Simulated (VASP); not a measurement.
# CdS (Fm-3m) in VASP: notebook, part 2 of 2

VASP 6.6.1.

### Step 3. Relaxation of cell and atoms, LDA, target pressure 2 GPa, at which the enthalpy is minimised

File INCAR:

```
PREC = Accurate
ENCUT = 600
EDIFF = 1E-7
ISMEAR = -1
SIGMA = 0.08
LREAL = F
LASPH = T
NELM = 80
ALGO = Normal
ISIF = 3
LWAVE = F
LCHARG = F
GGA = CA
IBRION = 2
NSW = 100
EDIFFG = -0.002
PSTRESS = 20.0
```

File KPOINTS:

```
Automatic mesh
0
Gamma
  16 16 16
```

File POSCAR:

```
CdS
1.0
    0.0000000000      2.6697583852      2.6697583852
    2.6697583852      0.0000000000      2.6697583852
    2.6697583852      2.6697583852      0.0000000000
Cd S
1 1
Direct
    0.0000000000      0.0000000000      0.0000000000
    0.5000000000      0.5000000000      0.5000000000
```

Potentials or basis: VASP PAW LDA potentials, release 64 (Cd, S).

Run with:

```
> cat potpaw_LDA.64/Cd/POTCAR potpaw_LDA.64/S/POTCAR > POTCAR
> mpirun -np 1 vasp_std > vasp.out
```

OUTCAR:

```text
PREC = Accurate
   ENCUT = 600
   EDIFF = 1E-7
   ISMEAR = -1
   LREAL = F
   LASPH = T
   NELM = 80
   ISIF = 3
   GGA = CA
   IBRION = 2
   NSW = 100
   EDIFFG = -0.002
   PSTRESS = 20.0

 ion  position               nearest neighbor table
   1  0.000  0.000  0.000-   2 2.67   2 2.67   2 2.67   2 2.67   2 2.67   2 2.67
   2  0.500  0.500  0.500-   1 2.67   1 2.67   1 2.67   1 2.67   1 2.67   1 2.67

  LATTYP: Found a face centered cubic cell.
 ALAT       =     5.3395167704

  Lattice vectors:

 A1 = (   0.0000000000,   2.6697583852,   2.6697583852)
 A2 = (   2.6697583852,   0.0000000000,   2.6697583852)
 A3 = (   2.6697583852,   2.6697583852,   0.0000000000)

Analysis of symmetry for initial positions (statically):
=====================================================================
 Subroutine PRICEL returns:
 Original cell was already a primitive cell.

 Routine SETGRP: Setting up the symmetry group for a
 face centered cubic supercell.

 Subroutine GETGRP returns: Found 48 space group operations
 (whereof 48 operations were pure point group operations)
 out of a pool of 48 trial point group operations.

The static configuration has the point symmetry O_h .

[... 167 lines left out ...]
  -------------------------------------------------------------------------------------
  Total        0.1689168      0.1689168      0.1689168     -0.0000000      0.0000000      0.0000000
  in kB        7.1111120      7.1111120      7.1111120     -0.0000000      0.0000000      0.0000000
  external PRESSURE =     -12.8888880 kB  Pullay stress =      20.0000000 kB
[... 63 lines left out ...]
--------------------------------------- Ionic step        3  -------------------------------------------

 number of electron      18.0000000 magnetization

 Free energy of the ion-electron system (eV)
  ---------------------------------------------------
  ext. energy  EPLUGINS =         0.00000000
  ---------------------------------------------------
  free energy    TOTEN  =        -7.26266515 eV

  energy without entropy =       -7.25929890  energy(sigma->0) =       -7.26098202

 E-fermi :   3.8707     XC(G=0): -11.1748

 val. band max:        3.8584551702   @ k =   0.4375   0.4375   0.0000
 cond. band min:       3.9350870047   @ k =   0.5000   0.4375   0.0000
 fundamental gap:      0.0766318344
 Fermi energy:         3.8706679118

 k-point     1 :       0.0000    0.0000    0.0000
  band No.  band energies     occupation
      1      -9.7808      2.00000
      2      -4.2216      2.00000
      3      -4.2216      2.00000
      4      -4.2163      2.00000
      5      -4.2163      2.00000
      6      -4.2163      2.00000
      7       2.7106      2.00000
      8       2.7106      2.00000
      9       2.7106      2.00000
     10       4.7670      0.00003
     11      12.8490      0.00000
     12      12.8490      0.00000
     13      12.8490      0.00000
[... 354 lines left out ...]
  band No.  band energies     occupation
      1      -9.6741      2.00000
      2      -4.2750      2.00000
      3      -4.2515      2.00000
      4      -4.2304      2.00000
      5      -4.2005      2.00000
      6      -4.1819      2.00000
      7       1.8968      2.00000
      8       2.6068      2.00000
      9       2.8843      1.99999
     10       5.6599      0.00000
     11      11.9518      0.00000
     12      12.4386      0.00000
     13      12.9443      0.00000

 [... further k-points ...]
[... 5 lines left out ...]
  --------------------------------------------------------------------------------------
  -------------------------------------------------------------------------------------
  Total        0.4671301      0.4671301      0.4671301     -0.0000000     -0.0000000      0.0000000
  in kB       19.9236193     19.9236193     19.9236193     -0.0000000     -0.0000000      0.0000000
  external PRESSURE =      -0.0763807 kB  Pullay stress =      20.0000000 kB
[... 21 lines left out ...]
  energy  without entropy=       -7.2592989019  energy(sigma->0) =       -7.26098202

  enthalpy is  TOTEN    =        -6.7937442478 eV   P V=        0.4689208991

 reached required accuracy - stopping structural energy minimisation
```

Run time: 77 s. Hardware: 1 thread of Intel Xeon 6975P-C (Granite Rapids), shared host; peak memory 0.22 GiB.

What came out:

| Item | Value |
| --- | --- |
| Free energy | -7.2627 eV |
| Relaxed volume | 18.78 Å³/atom |
| Relaxed cell | a = 3.759 Å, b = 3.759 Å, c = 3.759 Å, α = 60.00°, β = 60.00°, γ = 60.00° |
| Space group after relaxing (to 0.05 Å) | Fm-3m (No. 225) |
| Energy change on relaxing (the enthalpy is what falls) | +2.1 meV/atom |
| Ionic steps | 3 |
| Pressure after relaxing | 2.0 GPa |
| Band gap on the k mesh | zero (band 9 reaches 3.68 eV, above the bottom of band 10 at 3.66 eV) |

The path:
| step | energy change (eV) | largest force (eV/Å) | pressure (GPa) | volume (Å³) |
| --- | --- | --- | --- | --- |
| 1 | 0.0000 | 0.0000 | 0.71 | 38.06 |
| 2 | 0.0095 | 0.0000 | 2.95 | 37.22 |
| 3 | 0.0041 | 0.0000 | 1.99 | 37.56 |

Final structure:
```cif
data_structure
_symmetry_space_group_name_H-M 'P 1'
_symmetry_Int_Tables_number 1
_cell_length_a 3.7592
_cell_length_b 3.7592
_cell_length_c 3.7592
_cell_angle_alpha 60.000
_cell_angle_beta 60.000
_cell_angle_gamma 60.000
_cell_volume 37.56
loop_
_atom_site_label
_atom_site_type_symbol
_atom_site_fract_x
_atom_site_fract_y
_atom_site_fract_z
_atom_site_occupancy
Cd1 Cd 0.00000 0.00000 0.00000 1
S1 S 0.50000 0.50000 0.50000 1
```

Levels at points of the mesh, in eV from the Fermi level:
```tsv
k point	band 5	band 6	band 7	band 8	band 9	band 10	band 11	band 12	band 13
(0.00, 0.00, 0.00)	-8.09	-8.09	-1.16	-1.16	-1.16	0.90	8.98	8.98	8.98
(0.50, 0.00, 0.00)	-7.82	-7.82	-5.56	-0.19	-0.19	3.03	5.44	5.44	7.16
(0.50, 0.50, 0.00)	-7.73	-6.84	-5.14	-2.76	-2.76	-0.21	5.60	10.02	11.47
```

Caveat: the cell is relaxed towards a set pressure, so the enthalpy falls and the energy may rise.

### Step 4. Single point, LDA

This run uses another cell than the first one, of 17.43 Å³/atom, 0.916 times its volume.

File INCAR:

```
PREC = Accurate
ENCUT = 540
EDIFF = 1E-6
ISMEAR = -1
SIGMA = 0.08
LREAL = F
LASPH = T
NELM = 120
ALGO = Normal
ISIF = 2
LWAVE = F
LCHARG = F
NBANDS = 20
GGA_COMPAT = F
```

KPOINTS is that of step 3.

File POSCAR:

```
CdS
1.0
    0.0000000000      2.5926247520      2.5926247520
    2.5926247520      0.0000000000      2.5926247520
    2.5926247520      2.5926247520      0.0000000000
Cd S
1 1
Direct
    0.0000000000      0.0000000000      0.0000000000
    0.5000000000      0.5000000000      0.5000000000
```

Potentials or basis: VASP PAW LDA potentials, release 64 (Cd_sv_GW, S).

Run with:

```
> cat potpaw_LDA.64/Cd_sv_GW/POTCAR potpaw_LDA.64/S/POTCAR > POTCAR
> mpirun -np 1 vasp_std > vasp.out
```

It took 59 s on 1 thread of AMD EPYC 9R45 (Zen 5), shared host; peak memory 0.22 GiB.

The run converged. Its results:

```yaml
Free_energy: -7.2094 eV
Pressure: 8.8 GPa
Band_gap_on_the_k_mesh: zero (band 13 reaches 6.70 eV, above the bottom of band 14 at 6.64 eV)
```

Levels at points of the mesh, in eV from the Fermi level:
```
           k point  band 10  band 11  band 12  band 13  band 14  band 15  band 16  band 17
(0.00, 0.00, 0.00)    -8.34    -1.38    -1.38    -1.38     1.31     8.99     8.99     8.99
(0.50, 0.00, 0.00)    -8.01    -5.89    -0.17    -0.17     2.90     5.34     5.34     7.87
(0.50, 0.50, 0.00)    -6.82    -5.71    -3.12    -3.12    -0.22     5.48    10.47    12.03
```

### Step 5. Single point, LDA

This run uses another cell than the first one, of 17.84 Å³/atom, 0.937 times its volume.

File INCAR:

```
SYSTEM = CdS
ALGO = Normal ; EDIFF = 1E-6
ENCUT = 540 ; GGA_COMPAT = .False.
ISIF = 2 ; ISMEAR = -1
LASPH = .True. ; LCHARG = .False.
LREAL = .False. ; LWAVE = .False.
NBANDS = 20 ; NELM = 120
PREC = Accurate ; SIGMA = 0.08
```

File KPOINTS:

```
k-points
0
Gamma
  16 16 16
  0 0 0
```

File POSCAR:

```
CdS
1.0
    0.0000000000      2.6128048503      2.6128048503
    2.6128048503      0.0000000000      2.6128048503
    2.6128048503      2.6128048503      0.0000000000
Cd S
1 1
Direct
    0.0000000000      0.0000000000      0.0000000000
    0.5000000000      0.5000000000      0.5000000000
```

Potentials or basis: VASP PAW LDA potentials, release 64 (Cd_sv_GW, S).

Run with:

```
> cat potpaw_LDA.64/Cd_sv_GW/POTCAR potpaw_LDA.64/S/POTCAR > POTCAR
> mpirun -np 1 vasp_std > vasp.out
```

OUTCAR:

```text
SYSTEM = CdS
   EDIFF = 1E-6
   ENCUT = 540
   ISIF = 2
   ISMEAR = -1
   LASPH = .True.
   LREAL = .False.
   NELM = 120
   PREC = Accurate

 ion  position               nearest neighbor table
   1  0.000  0.000  0.000-   2 2.61   2 2.61   2 2.61   2 2.61   2 2.61   2 2.61
   2  0.500  0.500  0.500-   1 2.61   1 2.61   1 2.61   1 2.61   1 2.61   1 2.61

  LATTYP: Found a face centered cubic cell.
 ALAT       =     5.2256097006

  Lattice vectors:

 A1 = (   0.0000000000,   2.6128048503,   2.6128048503)
 A2 = (   2.6128048503,   0.0000000000,   2.6128048503)
 A3 = (   2.6128048503,   2.6128048503,   0.0000000000)

Analysis of symmetry for initial positions (statically):
=====================================================================
 Subroutine PRICEL returns:
 Original cell was already a primitive cell.

 Routine SETGRP: Setting up the symmetry group for a
 face centered cubic supercell.

 Subroutine GETGRP returns: Found 48 space group operations
 (whereof 48 operations were pure point group operations)
 out of a pool of 48 trial point group operations.

The static configuration has the point symmetry O_h .

Analysis of symmetry for dynamics (positions and initial velocities):
[... 153 lines left out ...]
  ---------------------------------------------------
  free energy    TOTEN  =        -7.25387787 eV

  energy without entropy =       -7.25058552  energy(sigma->0) =       -7.25223170

 E-fermi :   6.5421     XC(G=0): -11.6160

 val. band max:        6.5231089855   @ k =   0.4375   0.4375   0.0000
 cond. band min:       6.6061331900   @ k =   0.5000   0.4375   0.0000
 fundamental gap:      0.0830242045
 Fermi energy:         6.5421496174

 k-point     1 :       0.0000    0.0000    0.0000
  band No.  band energies     occupation
      1     -94.9430      2.00000
      2     -56.3425      2.00000
      3     -56.3425      2.00000
      4     -56.3425      2.00000
      5      -7.5367      2.00000
      6      -1.7162      2.00000
[... 541 lines left out ...]
     19      17.5909      0.00000
     20      17.9487      0.00000

 [... further k-points ...]
[... 5 lines left out ...]
  --------------------------------------------------------------------------------------
  -------------------------------------------------------------------------------------
  Total        1.2838531      1.2838531      1.2838531      0.0000000      0.0000000     -0.0000000
  in kB       57.6600471     57.6600471     57.6600471      0.0000000      0.0000000     -0.0000000
  external PRESSURE =      57.6600471 kB  Pullay stress =       0.0000000 kB

 VOLUME and BASIS-vectors are now :
 -----------------------------------------------------------------------------
  energy-cutoff  :      540.00
  volume of cell :       35.67
      direct lattice vectors                 reciprocal lattice vectors
     0.000000000  2.612804850  2.612804850    -0.191365230  0.191365230  0.191365230
     2.612804850  0.000000000  2.612804850     0.191365230 -0.191365230  0.191365230
     2.612804850  2.612804850  0.000000000     0.191365230  0.191365230 -0.191365230

 POSITION                                       TOTAL-FORCE (eV/Angst)
 -----------------------------------------------------------------------------------
      0.00000      0.00000      0.00000        -0.000000     -0.000000     -0.000000
      2.61280      2.61280      2.61280         0.000000      0.000000      0.000000
 -----------------------------------------------------------------------------------
    total drift:                               -0.000000      0.000000      0.000000

  FREE ENERGIE OF THE ION-ELECTRON SYSTEM (eV)
  ---------------------------------------------------
  free  energy   TOTEN  =        -7.2538778702 eV

  energy  without entropy=       -7.2505855237  energy(sigma->0) =       -7.25223170
```

OSZICAR:

```text
N       E                     dE             d eps       ncg     rms          rms(c)
DAV:   1     0.429218480048E+03    0.42922E+03   -0.15128E+04  6032   0.180E+03
DAV:   2     0.301113719284E+02   -0.39911E+03   -0.37131E+03  5900   0.601E+02
DAV:   3    -0.646874430459E+01   -0.36580E+02   -0.36093E+02  8800   0.210E+02
DAV:   4    -0.774196697967E+01   -0.12732E+01   -0.12723E+01  7964   0.376E+01
DAV:   5    -0.779481434665E+01   -0.52847E-01   -0.52845E-01  8404   0.767E+00    0.225E+01
DAV:   6    -0.728689731084E+01    0.50792E+00   -0.10575E+00  9400   0.218E+01    0.164E+01
DAV:   7    -0.726233375270E+01    0.24564E-01   -0.36411E-01  8996   0.615E+00    0.540E+00
DAV:   8    -0.725427988143E+01    0.80539E-02   -0.36816E-02  8980   0.298E+00    0.411E-01
DAV:   9    -0.725389299590E+01    0.38689E-03   -0.35529E-03  8612   0.148E+00    0.485E-02
DAV:  10    -0.725387978043E+01    0.13215E-04   -0.75540E-05  9000   0.132E-01    0.180E-02
DAV:  11    -0.725387782618E+01    0.19543E-05   -0.10749E-05  8176   0.242E-02    0.108E-02
DAV:  12    -0.725387787022E+01   -0.44049E-07   -0.62921E-07  4276   0.227E-02
   1 F= -.72538779E+01 E0= -.72522317E+01  d E =-.329235E-02
```

stdout:

```text
POSCAR found type information on POSCAR CdS
 POSCAR found :  2 types and       2 ions
 scaLAPACK will be used
 LDA part: xc-table for (Slater(with rela. corr.)+CA(PZ))
 , standard interpolation
 POSCAR, INCAR and KPOINTS ok, starting setup
 FFT: planning ... GRIDC
 FFT: planning ... GRID_SOFT
 FFT: planning ... GRID
 WAVECAR not read
 entering main loop
```

Run time: 93 s. Hardware: 1 thread of Intel Xeon Platinum 8488C (Sapphire Rapids), shared host; peak memory 0.25 GiB.

Results:

```yaml
Free_energy: -7.2539 eV
Pressure: 5.8 GPa
Band_gap_on_the_k_mesh: zero (band 13 reaches 6.37 eV, above the bottom of band 14 at 6.32 eV)
```

### Step 6. Single point, LDA

This run uses another cell than the first one, of 16.85 Å³/atom, 0.885 times its volume.

File INCAR:

```
  PREC = Accurate
  ENCUT = 540
  EDIFF = 1E-6
  ISMEAR = -1
  SIGMA = 0.08
  LREAL = F
  LASPH = T
  NELM = 120
  ALGO = Normal
  ISIF = 2
  LWAVE = F
  LCHARG = T
  LELF = T
  LVHAR = T
  NBANDS = 20
  GGA_COMPAT = F
```

File KPOINTS:

```
regular mesh
0
Gamma
  16 16 16
```

File POSCAR:

```
CdS
1.0
    0.0000000000      2.5636853652      2.5636853652
    2.5636853652      0.0000000000      2.5636853652
    2.5636853652      2.5636853652      0.0000000000
Cd S
1 1
Direct
    0.0000000000      0.0000000000      0.0000000000
    0.5000000000      0.5000000000      0.5000000000
```

Potentials or basis: VASP PAW LDA potentials, release 64 (Cd_sv_GW, S).

Run with:

```
> cat potpaw_LDA.64/Cd_sv_GW/POTCAR potpaw_LDA.64/S/POTCAR > POTCAR
> mpirun -np 1 vasp_std > vasp.out
```

It took 79 s on 1 thread of AMD EPYC 9R45 (Zen 5), shared host; peak memory 0.21 GiB.

It converged, with:

| Quantity | Value |
| --- | --- |
| Free energy | -7.1182 eV |
| Pressure | 13.7 GPa |
| Band gap on the k mesh | zero (band 13 reaches 7.20 eV, above the bottom of band 14 at 7.12 eV) |

Levels at points of the mesh, in eV from the Fermi level:
| k point | band 10 | band 11 | band 12 | band 13 | band 14 | band 15 | band 16 | band 17 |
| --- | --- | --- | --- | --- | --- | --- | --- | --- |
| (0.00, 0.00, 0.00) | -8.48 | -1.48 | -1.48 | -1.48 | 1.52 | 8.99 | 8.99 | 8.99 |
| (0.50, 0.00, 0.00) | -8.11 | -6.04 | -0.15 | -0.15 | 2.84 | 5.29 | 5.29 | 8.20 |
| (0.50, 0.50, 0.00) | -6.82 | -5.99 | -3.30 | -3.30 | -0.24 | 5.43 | 10.70 | 12.30 |

### Step 7. Overview

| task | potentials or basis | cell | cutoff (eV) | second run | gap on the mesh (eV) | pressure (GPa) |
| --- | --- | --- | --- | --- | --- | --- |
| relaxation of cell and atoms | VASP PAW LDA potentials, release 64 (Cd, S) | relaxed to 1 GPa from a = 3.776 Å, angles 60.0°, 2 atoms | 600 | - | none | 1.0 |
| relaxation of cell and atoms | VASP PAW LDA potentials, release 64 (Cd, S) | relaxed to 2 GPa from a = 3.776 Å, angles 60.0°, 2 atoms | 600 | - | none | 2.0 |
| single point | VASP PAW LDA potentials, release 64 (Cd_sv_GW, S) | a = 3.667 Å, angles 60.0°, 2 atoms | 540 | valence_matched | none | 8.8 |
| single point | VASP PAW LDA potentials, release 64 (Cd_sv_GW, S) | a = 3.695 Å, angles 60.0°, 2 atoms | 540 | valence_matched | none | 5.8 |
| single point | VASP PAW LDA potentials, release 64 (Cd_sv_GW, S) | a = 3.626 Å, angles 60.0°, 2 atoms | 540 | valence_matched | none | 13.7 |

Alike in all rows: level LDA; no spin polarisation; k mesh 16 × 16 × 16; smearing fermi-dirac 0.08 eV.

Caveats: the cell is relaxed towards a set pressure, so the enthalpy falls and the energy may rise (some runs).

Absolute energies hang on the potentials; compare differences alone.
